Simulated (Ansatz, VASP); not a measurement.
## Mg5Te2: VASP beside Ansatz

```
Mg Te
1.0
     3.12100    1.80191    5.35278
    -3.12100    1.80191    5.35278
     0.00000   -3.60382    5.35278
Mg Te
5 2
Direct
  0.17674 0.17674 0.17674
  0.82326 0.82326 0.82326
  0.50000 0.50000 0.00000
  0.00000 0.50000 0.50000
  0.50000 0.00000 0.50000
  0.00000 0.00000 0.00000
  0.50000 0.50000 0.50000
```

Alike in both runs: functional PBE; k mesh 3 × 3 × 3; occupations gaussian, width 0.2 eV; no spin polarisation.

Ansatz relaxed the structure, and its values are those at the end. VASP's run is a single point on that final structure, the one shown.

```csv
,VASP,Ansatz
version,VASP 6.6.1,Ansatz 0.2.0
potentials or method,"VASP PAW PBE potentials, release 64 (Mg, Te), cutoff 520 eV","scalar-relativistic, plane waves, PAW"
valence electrons in the cell,22,82
```

Ansatz gave:

```
gap on the k mesh at the Fermi level (eV) : none
pressure (GPa)                            : -0.2
rms of the force components (eV/Å)        : 0.019
```

Question: Estimate VASP's values.

Answer: gap on the k mesh at the Fermi level (eV): none; pressure (GPa): -0.3; rms of the force components (eV/Å): 0.021.

A gap of «none» marks a metal or a gap that the smearing closes. VASP's potentials hold 22 valence electrons a cell and Ansatz's 82, so a difference there can come from the potentials and not from the codes.

The k mesh is coarse, so the values compare programs but aren't converged. Neither program's run includes spin-orbit coupling.
